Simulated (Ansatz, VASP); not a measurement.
## One calculation of Al2O3, two programs

INCAR

```
SYSTEM = Al2O3
ALGO = Normal
EDIFF = 1E-7
ENCUT = 520
GGA = PS
ISIF = 2
ISMEAR = 0
LASPH = .True.
LCHARG = .False.
LREAL = .False.
LWAVE = .False.
NBANDS = 35
NELM = 100
PREC = Accurate
SIGMA = 0.05
```

Contents of KPOINTS:

```
k-points
0
Gamma
  6 6 6
  0 0 0
```

The input POSCAR:

```
Al2O3
1.0
    2.5355123045      1.4638787115      4.2532373738
   -2.5355123045      1.4638787115      4.2532373738
    0.0000000000     -2.9277574231      4.2532373738
Al O
4 6
Direct
    0.8520350473      0.8520350473      0.8520350473
    0.6479649527      0.6479649527      0.6479649527
    0.1479649527      0.1479649527      0.1479649527
    0.3520350473      0.3520350473      0.3520350473
    0.0558571577      0.4441428423      0.7500000000
    0.7500000000      0.0558571577      0.4441428423
    0.4441428423      0.7500000000      0.0558571577
    0.9441428423      0.5558571577      0.2500000000
    0.2500000000      0.9441428423      0.5558571577
    0.5558571577      0.2500000000      0.9441428423
```

Input for Ansatz:

```yaml
crystal:
  lattice:
    - [2.5355123045, 1.4638787115, 4.2532373738]
    - [-2.5355123045, 1.4638787115, 4.2532373738]
    - [0.0, -2.9277574231, 4.2532373738]
  atoms:
    - { symbol: Al, position: [0.8520350473, 0.8520350473, 0.8520350473] }
    - { symbol: Al, position: [0.6479649527, 0.6479649527, 0.6479649527] }
    - { symbol: Al, position: [0.1479649527, 0.1479649527, 0.1479649527] }
    - { symbol: Al, position: [0.3520350473, 0.3520350473, 0.3520350473] }
    - { symbol: O, position: [0.0558571577, 0.4441428423, 0.75] }
    - { symbol: O, position: [0.75, 0.0558571577, 0.4441428423] }
    - { symbol: O, position: [0.4441428423, 0.75, 0.0558571577] }
    - { symbol: O, position: [0.9441428423, 0.5558571577, 0.25] }
    - { symbol: O, position: [0.25, 0.9441428423, 0.5558571577] }
    - { symbol: O, position: [0.5558571577, 0.25, 0.9441428423] }
basis:
  ecutwfc: 520.0
kpoints:
  mp_grid: { grid: [6, 6, 6] }
hamiltonian:
  xc: pbesol
  pseudopotentials: { kind: paw, azcp: { folder: soft_1 } }
scf:
  occupations: { method: gaussian, width: 0.05 }
output:
  forces: true
  stress: true
  eigenvalues: true
```

Alike in both runs: task single point; functional PBEsol; k mesh 6 × 6 × 6; occupations gaussian, width 0.05 eV; no spin polarisation.

|  | VASP | Ansatz |
| --- | --- | --- |
| version | VASP 6.6.1 | Ansatz 0.2.0 |
| potentials or method | VASP PAW PBE potentials, release 64 (Al, O), cutoff 520 eV | scalar-relativistic, plane waves, PAW |
| valence electrons in the cell | 48 | 48 |

Ansatz gave:

```
gap on the k mesh at the Fermi level (eV)                     : 4.22
least direct gap on the mesh (eV)                             : 4.22
pressure (GPa)                                                : -20.4
traceless stress, the component that is largest in VASP (GPa) : 18.73
rms of the force components (eV/Å)                            : 0.226
```

Question: Which values does VASP return?

Answer: gap on the k mesh at the Fermi level (eV): 4.21; least direct gap on the mesh (eV): 4.21; pressure (GPa): -20.4; traceless stress, the component that is largest in VASP (GPa): 18.75; rms of the force components (eV/Å): 0.229.

VASP's potentials were made for PBE, not for PBEsol, and Ansatz warns of the same on its side. Atom by atom the forces differ by 0.004 eV/Å (rms over components).
